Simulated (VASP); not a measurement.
# Pd (Fm-3m) in VASP: notebook

Pd is run at these levels: LDA; tasks: single point, relaxation of cell and atoms.

All numbers are computed with VASP 6.6.1; they aren't measurements. Logs are shortened: lines on timing, memory, paths and dates and some standing lists are left out, and cuts for length are marked.

## Step 1: The cell of the first run

It takes space group Fm-3m (No. 225, cubic). The conventional cell has a = 3.841 Å, b = 3.841 Å, c = 3.841 Å, α = 90.00°, β = 90.00°, γ = 90.00°. Within 3.6 Å of Pd (site symmetry m-3m) lie 12 Pd at 2.72 Å.

## Step 2: Single point, LDA

Contents of INCAR:

```
  PREC = Accurate
  ENCUT = 520
  EDIFF = 1E-7
  ISMEAR = -1
  SIGMA = 0.1
  LREAL = False
  LASPH = True
  NELM = 100
  ALGO = Normal
  ISIF = 2
  LWAVE = False
  LCHARG = False
  GGA = CA
  NBANDS = 11
```

Contents of KPOINTS:

```
regular mesh
0
Gamma
  20 20 20
```

Contents of POSCAR:

```
Pd
1.0
    0.0000000000      1.9207382891      1.9207382891
    1.9207382891      0.0000000000      1.9207382891
    1.9207382891      1.9207382891      0.0000000000
Pd
1
Direct
    0.0000000000      0.0000000000      0.0000000000
```

Potentials or basis: VASP PAW LDA potentials, release 64 (Pd).

The run is started by

```console
$ cat potpaw_LDA.64/Pd/POTCAR > POTCAR
$ mpirun -np 1 vasp_std > vasp.out
```

OUTCAR:

```text
PREC = Accurate
   ENCUT = 520
   EDIFF = 1E-7
   ISMEAR = -1
   LREAL = False
   LASPH = True
   NELM = 100
   ISIF = 2
   GGA = CA

 ion  position               nearest neighbor table
   1  0.000  0.000  0.000-

  LATTYP: Found a face centered cubic cell.
 ALAT       =     3.8414765782

  Lattice vectors:

 A1 = (   0.0000000000,   1.9207382891,   1.9207382891)
 A2 = (   1.9207382891,   0.0000000000,   1.9207382891)
 A3 = (   1.9207382891,   1.9207382891,   0.0000000000)

Analysis of symmetry for initial positions (statically):
=====================================================================
 Subroutine PRICEL returns:
 Original cell was already a primitive cell.

 Routine SETGRP: Setting up the symmetry group for a
 face centered cubic supercell.

 Subroutine GETGRP returns: Found 48 space group operations
 (whereof 48 operations were pure point group operations)
 out of a pool of 48 trial point group operations.

The static configuration has the point symmetry O_h .

Analysis of symmetry for dynamics (positions and initial velocities):
=====================================================================
 Subroutine PRICEL returns:
 Original cell was already a primitive cell.

 Routine SETGRP: Setting up the symmetry group for a
 face centered cubic supercell.

 Subroutine GETGRP returns: Found 48 space group operations
 (whereof 48 operations were pure point group operations)
 out of a pool of 48 trial point group operations.

The dynamic configuration has the point symmetry O_h .

 Subroutine INISYM returns: Found 48 space group operations
 (whereof 48 operations are pure point group operations),
 and found     1 'primitive' translations

----------------------------------------------------------------------------------------

                                     Primitive cell

  volume of cell :      14.1721

  direct lattice vectors                    reciprocal lattice vectors
     0.000000000  1.920738289  1.920738289    -0.260316568  0.260316568  0.260316568
     1.920738289  0.000000000  1.920738289     0.260316568 -0.260316568  0.260316568
     1.920738289  1.920738289  0.000000000     0.260316568  0.260316568 -0.260316568

  length of vectors
     2.716334138  2.716334138  2.716334138     0.450881522  0.450881522  0.450881522

  position of ions in fractional coordinates (direct lattice)
     0.000000000  0.000000000  0.000000000

  ion indices of the primitive-cell ions
   primitive index   ion index
                 1           1

----------------------------------------------------------------------------------------

 KPOINTS: regular mesh

Automatic generation of k-mesh.
 Grid dimensions read from file:
 generate k-points for:   20   20   20

 Generating k-lattice:

  Cartesian coordinates                     Fractional coordinates (reciprocal lattice)
    -0.013015828  0.013015828  0.013015828     0.050000000  0.000000000  0.000000000
     0.013015828 -0.013015828  0.013015828     0.000000000  0.050000000  0.000000000
     0.013015828  0.013015828 -0.013015828     0.000000000  0.000000000  0.050000000

  Length of vectors
     0.022544076  0.022544076  0.022544076

  Shift w.r.t. Gamma in fractional coordinates (k-lattice)
     0.000000000  0.000000000  0.000000000

 Subroutine IBZKPT returns following result:
 ===========================================

 Found    256 irreducible k-points:

 Following reciprocal coordinates:
            Coordinates               Weight
  0.000000  0.000000  0.000000      1.000000
  0.050000  0.000000  0.000000      8.000000
  0.100000  0.000000  0.000000      8.000000
  0.150000  0.000000  0.000000      8.000000
  0.200000  0.000000  0.000000      8.000000
  0.250000  0.000000  0.000000      8.000000
[... 16 lines left out ...]
 -0.400000  0.050000  0.000000     24.000000
 -0.350000  0.050000  0.000000     24.000000
 [... further k-points ...]
   k-points           NKPTS =    256   k-points in BZ     NKDIM =    256   number of bands    NBANDS=     11
   number of dos      NEDOS =    301   number of ions     NIONS =      1
   total plane-waves  NPLWV =   8000
   dimension x,y,z NGX =    20 NGY =   20 NGZ =   20
   dimension x,y,z NGXF=    40 NGYF=   40 NGZF=   40
   ions per type =               1
   NGX,Y,Z   is equivalent  to a cutoff of  12.24, 12.24, 12.24 a.u.
   NGXF,Y,Z  is equivalent  to a cutoff of  24.48, 24.48, 24.48 a.u.
 SYSTEM =  unknown system
   PREC   = accura    normal or accurate (medium, high low for compatibility)
   ISTART =      0    job   : 0-new  1-cont  2-samecut
   ICHARG =      2    charge: 1-file 2-atom 10-const
   ISPIN  =      1    spin polarized calculation?
   LNONCOLLINEAR =      F non collinear calculations
   LSORBIT =      F    spin-orbit coupling
   LASPH  =      T    aspherical Exc in radial PAW
   ENCUT  =  520.0 eV  38.22 Ry    6.18 a.u.   5.05  5.05  5.05*2*pi/ulx,y,z
   NELM   =    100;   NELMIN=  2; NELMDL= -5     # of ELM steps
   EDIFF  = 0.1E-06   stopping-criterion for ELM
   LREAL  =      F    real-space projection
   EDIFFG = 0.1E-05   stopping-criterion for IOM
   NSW    =      0    number of steps for IOM
   IBRION =     -1    ionic relax: 0-MD 1-quasi-New 2-CG
   NFREE  =      0    steps in history (QN), initial steepest desc. (CG)
   ISIF   =      2    stress and relaxation
   ISYM   =      2    0-nonsym 1-usesym 2-fastsym
   POTIM  = 0.5000    time-step for ionic-motion
   TEBEG  =    0.0;   TEEND  =   0.0 temperature during run
   PSTRESS=    0.0 pullay stress
   NELECT =      10.0000    total number of electrons
   NUPDOWN=      -1.0000    fix difference up-down
   EMIN   =  10.00;   EMAX   =-10.00  energy-range for DOS
   EFERMI =   0.00;   METHOD = LEGACY
   ISMEAR =    -1;   SIGMA  =   0.10  broadening in eV -4-tet -1-fermi 0-gaus
   EFERMI_NEDOS =   21; number of points for ismear=-14 and -15
   IALGO  =     38    algorithm
   IMIX   =      4    mixing-type and parameters
     AMIX     =   0.40;   BMIX     =  1.00
     AMIX_MAG =   1.60;   BMIX_MAG =  1.00
  volume/ion in A,a.u.               =      14.17        95.64
  Fermi-wavevector in a.u.,A,eV,Ry     =   1.457460  2.754200 28.901354  2.124190
  Thomas-Fermi vector in A             =   2.574259
   LORBIT       =      0    0 simple, 1 ext, 2 COOP (PROOUT), +10 PAW based schemes
   GGA     = CA    functional components
   LHFCALC =     F    Hartree Fock is set to
   AEXX    =    0.0000 exact exchange contribution
   IVDW    =     0    specifies the selected vdW correction
   LEPSILON=     F    determine dielectric tensor
   LRPA    =     F    only Hartree local field effects (RPA)
 non-spin polarized calculation
  energy-cutoff  :      520.00
  volume of cell :       14.17
 maximum number of plane-waves:       392
   NGX = 11   NGY = 11   NGZ = 11

 number of electron      10.0000005 magnetization

 Free energy of the ion-electron system (eV)
  ---------------------------------------------------
  ext. energy  EPLUGINS =         0.00000000
  ---------------------------------------------------
  free energy    TOTEN  =        -6.52860798 eV

  energy without entropy =       -6.46693227  energy(sigma->0) =       -6.49777013

 E-fermi :  10.3124     XC(G=0): -13.7635

 val. band max:       10.3113260097   @ k =  -0.3000   0.4000   0.1500
 cond. band min:      10.3132028757   @ k =  -0.3500   0.4000   0.2000
 fundamental gap:      0.0018768660
 Fermi energy:        10.3124454000

 k-point     1 :       0.0000    0.0000    0.0000
  band No.  band energies     occupation
      1       2.7408      2.00000
      2       7.2309      2.00000
      3       7.2309      2.00000
      4       7.2309      2.00000
      5       8.9844      2.00000
      6       8.9844      2.00000
      7      27.4329      0.00000
      8      32.3808      0.00000
      9      32.3808      0.00000
     10      32.3808      0.00000
     11      35.9049      0.00000

 k-point     2 :       0.0500    0.0000    0.0000
  band No.  band energies     occupation
      1       2.8354      2.00000
      2       7.1952      2.00000
      3       7.2652      2.00000
      4       7.2652      2.00000
      5       8.9672      2.00000
      6       8.9672      2.00000
      7      27.5444      0.00000
      8      31.7636      0.00000
      9      32.4978      0.00000
     10      32.4978      0.00000
     11      35.9231      0.00000

 k-point     3 :       0.1000    0.0000    0.0000
  band No.  band energies     occupation
      1       3.1108      2.00000
      2       7.1025      2.00000
      3       7.3574      2.00000
      4       7.3574      2.00000
      5       8.9275      2.00000
      6       8.9275      2.00000
      7      27.8273      0.00000
      8      30.4306      0.00000
      9      32.8349      0.00000
     10      32.8349      0.00000
     11      35.9380      0.00000

 k-point     4 :       0.1500    0.0000    0.0000
  band No.  band energies     occupation
      1       3.5358      2.00000
      2       6.9988      2.00000
      3       7.4729      2.00000
      4       7.4729      2.00000
      5       8.9040      2.00000
      6       8.9040      2.00000
      7      27.9790      0.00000
      8      29.0606      0.00000
      9      33.3486      0.00000
     10      33.3486      0.00000
     11      35.9417      0.00000
[... 239 lines left out ...]
 k-point    22 :      -0.4500    0.0500    0.0000
  band No.  band energies     occupation
      1       4.6873      2.00000
      2       7.1485      2.00000
      3       7.2464      2.00000
      4       9.7180      1.99477
      5      10.1878      1.55335
      6      11.5958      0.00001
      7      18.1194      0.00000
      8      26.9323      0.00000
      9      31.1052      0.00000
     10      31.6970      0.00000
     11      35.9338      0.00000

 k-point    23 :      -0.4000    0.0500    0.0000
  band No.  band energies     occupation
      1       4.7306      2.00000
      2       7.2091      2.00000
      3       7.2910      2.00000
      4       9.3906      1.99980
      5       9.9688      1.93768
      6      10.9792      0.00254
      7      19.2557      0.00000
      8      27.1461      0.00000
      9      31.2651      0.00000
     10      32.3873      0.00000
     11      35.9312      0.00000

 k-point    24 :      -0.3500    0.0500    0.0000
  band No.  band energies     occupation
      1       4.7862      2.00000
      2       7.3035      2.00000
      3       7.3743      2.00000
      4       8.7021      2.00000
      5       9.6604      1.99706
      6      10.3747      0.69832
      7      20.8743      0.00000
      8      27.5240      0.00000
      9      31.7097      0.00000
     10      33.4098      0.00000
     11      35.9233      0.00000

 [... further k-points ...]

------------------------ aborting loop because EDIFF is reached ----------------------------------------

  FORCE on cell =-STRESS in cart. coord.  units (eV):
  Direction    XX          YY          ZZ          XY          YZ          ZX
  --------------------------------------------------------------------------------------
  -------------------------------------------------------------------------------------
  Total        0.0200160      0.0200160      0.0200160     -0.0000000     -0.0000000      0.0000000
  in kB        2.2628345      2.2628345      2.2628345     -0.0000000     -0.0000000      0.0000000
  external PRESSURE =       2.2628345 kB  Pullay stress =       0.0000000 kB

 VOLUME and BASIS-vectors are now :
 -----------------------------------------------------------------------------
  energy-cutoff  :      520.00
  volume of cell :       14.17
      direct lattice vectors                 reciprocal lattice vectors
     0.000000000  1.920738289  1.920738289    -0.260316568  0.260316568  0.260316568
     1.920738289  0.000000000  1.920738289     0.260316568 -0.260316568  0.260316568
     1.920738289  1.920738289  0.000000000     0.260316568  0.260316568 -0.260316568

 POSITION                                       TOTAL-FORCE (eV/Angst)
 -----------------------------------------------------------------------------------
      0.00000      0.00000      0.00000         0.000000      0.000000      0.000000
 -----------------------------------------------------------------------------------
    total drift:                                0.000000      0.000000      0.000000

  FREE ENERGIE OF THE ION-ELECTRON SYSTEM (eV)
  ---------------------------------------------------
  free  energy   TOTEN  =        -6.5286079839 eV

  energy  without entropy=       -6.4669322702  energy(sigma->0) =       -6.49777013
```

Run time: 23 s. Hardware: 1 thread of Intel Xeon Platinum 8259CL at 2.50GHz (Skylake/Cascade Lake), shared host; peak memory 0.15 GiB.

Results:

- Free energy: -6.5286 eV
- Pressure: 0.2 GPa
- Band gap on the k mesh: zero (bands 5 and 6 overlap by 1.71 eV)

## Step 3: Relaxation of cell and atoms, LDA

This run uses another cell than the first one, of 14.75 Å³/atom.

Contents of INCAR:

```
SYSTEM = Pd
ALGO = Normal ; EDIFF = 1E-6
EDIFFG = -0.02 ; ENCUT = 600
IBRION = 2 ; ISIF = 3
ISMEAR = -1 ; LASPH = .TRUE.
LCHARG = .FALSE. ; LREAL = .FALSE.
LWAVE = .FALSE. ; NELM = 60
NSW = 80 ; PREC = Accurate
SIGMA = 0.1
```

Contents of KPOINTS:

```
k-points
0
G
  20 20 20
  0 0 0
```

Contents of POSCAR:

```
Pd
1.0
    0.0000000000      1.9465000000      1.9465000000
    1.9465000000      0.0000000000      1.9465000000
    1.9465000000      1.9465000000      0.0000000000
Pd
1
Direct
    0.0000000000      0.0000000000      0.0000000000
```

Potentials or basis: VASP PAW LDA potentials, release 64 (Pd).

The run is started by

```console
$ cat potpaw_LDA.64/Pd/POTCAR > POTCAR
$ mpirun -np 1 vasp_std > vasp.out
```

It took 44 s on 1 thread of Intel Xeon Platinum 8259CL at 2.50GHz (Skylake/Cascade Lake), shared host; peak memory 0.17 GiB.

Results (log left out):

* Free energy: -6.5290 eV
* Relaxed volume: 14.20 Å³/atom
* Relaxed cell: a = 2.718 Å, b = 2.718 Å, c = 2.718 Å, α = 60.00°, β = 60.00°, γ = 60.00°
* Space group after relaxing (to 0.1 Å): Fm-3m (No. 225)
* Energy gained by relaxing: 14.5 meV/atom
* Ionic steps: 3
* Pressure after relaxing: -0.2 GPa
* Band gap on the k mesh: zero (bands 5 and 6 overlap by 1.71 eV)

The path:
```
step  energy change (eV)  largest force (eV/Å)  pressure (GPa)  volume (Å³)
   1              0.0000                0.0000           -7.92        14.75
   2              0.0359                0.0000           18.56        13.25
   3             -0.0145                0.0000           -0.18        14.20
```

Final structure:
```yaml
crystal:
  lattice:
    - [0.00000, 1.92184, 1.92184]
    - [1.92184, 0.00000, 1.92184]
    - [1.92184, 1.92184, 0.00000]
  atoms:
    - { symbol: Pd, position: [0.00000, 0.00000, 0.00000] }
```

Levels at points of the mesh, in eV from the Fermi level:
| k point | band 2 | band 3 | band 4 | band 5 | band 6 | band 7 | band 8 | band 9 |
| --- | --- | --- | --- | --- | --- | --- | --- | --- |
| (0.00, 0.00, 0.00) | -3.07 | -3.07 | -3.07 | -1.32 | -1.32 | 17.12 | 22.06 | 22.06 |
| (0.50, 0.00, 0.00) | -3.12 | -3.12 | -0.04 | -0.04 | 0.84 | 7.54 | 16.50 | 21.27 |
| (0.50, 0.50, 0.00) | -5.49 | -0.06 | 0.30 | 0.30 | 3.23 | 11.10 | 13.25 | 13.25 |

LDA usually gives volumes a few per cent too small. Zero-point motion and thermal expansion aren't in these numbers.
